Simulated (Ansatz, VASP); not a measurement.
One calculation of MgO, two programs

```
Mg O
1.0
     3.52059    0.00000    0.00000
    -1.76029    3.04892    0.00000
     0.00000    0.00000    4.23710
Mg O
2 2
Direct
  0.66667 0.33333 0.75000
  0.33333 0.66667 0.25000
  0.66667 0.33333 0.25000
  0.33333 0.66667 0.75000
```

Alike in both runs: task relaxation of cell and atoms; functional PBE; k mesh 6 × 6 × 6; occupations gaussian, width 0.02 eV; no spin polarisation.

|  | VASP | Ansatz |
| --- | --- | --- |
| version | VASP 6.6.1 | Ansatz 0.2.0 |
| potentials or method | VASP PAW PBE potentials, release 64 (Mg, O), cutoff 600 eV | scalar-relativistic, plane waves, PAW |
| valence electrons in the cell | 16 | 32 |

Ansatz gave:

```
gap on the k mesh at the Fermi level, each at its own relaxed structure (eV) : 3.28
relaxed volume (Å³/atom)                                                     : 11.37
relaxed cell length with the largest relative difference (Å)                 : 4.237
```

Task: Estimate VASP's values.

Result: gap on the k mesh at the Fermi level, each at its own relaxed structure (eV): 3.29; relaxed volume (Å³/atom): 11.31; relaxed cell length with the largest relative difference (Å): 4.229.

VASP's potentials hold 16 valence electrons a cell and Ansatz's 32, so a difference there can come from the potentials and not from the codes.
